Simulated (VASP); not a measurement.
## MgSi3N: single point with PBE

The system is MgSi3N.

```
Mg Si N
1.0
     4.99170    0.00000    0.00000
    -2.49585    4.32294    0.00000
     0.00000    0.00000    3.98907
Mg Si N
1 3 1
Direct
  0.00000 0.00000 0.00000
  0.50000 0.00000 0.50000
  0.00000 0.50000 0.50000
  0.50000 0.50000 0.50000
  0.00000 0.00000 0.50000
```

The cell was generated, and may not be a known phase.

```json
{
  "Program": "VASP 6.6.1",
  "Task": "single point",
  "Functional": "PBE",
  "Potentials or basis": "VASP PAW PBE potentials, release 64 (Mg, Si, N)",
  "Cutoff": "520 eV",
  "k mesh": "12 × 12 × 10",
  "Occupations": "gaussian, width 0.1 eV",
  "Spin": "no spin polarisation",
  "Dipole correction": "no",
  "Further INCAR settings": "ALGO = Normal; EDIFF = 1e-06; NBANDS = 18"
}
```

```json
{"Pressure": "-0.1 GPa", "Band gap on the k mesh": "zero (an odd number of electrons rules out a gap without spin polarisation)"}
```

Levels at points of the mesh, in eV from the Fermi level:
| k point | band 5 | band 6 | band 7 | band 8 | band 9 | band 10 | band 11 | band 12 | band 13 | band 14 |
| --- | --- | --- | --- | --- | --- | --- | --- | --- | --- | --- |
| (0.00, 0.00, 0.00) | -5.58 | -4.62 | -4.62 | -4.21 | -0.32 | 0.43 | 2.76 | 2.76 | 3.61 | 3.61 |
| (0.50, 0.00, 0.00) | -3.74 | -2.59 | -2.31 | -1.03 | -0.78 | 0.67 | 1.12 | 1.58 | 2.70 | 2.75 |
| (0.00, 0.00, 0.50) | -5.70 | -5.30 | -4.01 | -4.01 | -2.17 | 0.92 | 0.92 | 2.38 | 2.38 | 3.13 |
| (0.50, 0.00, 0.50) | -5.33 | -3.84 | -2.21 | -1.94 | -1.45 | -0.60 | -0.30 | 1.08 | 2.61 | 3.56 |

Run time: 76 s on 1 thread of Intel(R) Xeon(R) 6975P-C (Granite Rapids), with other jobs on the host, peak memory 0.32 GiB.
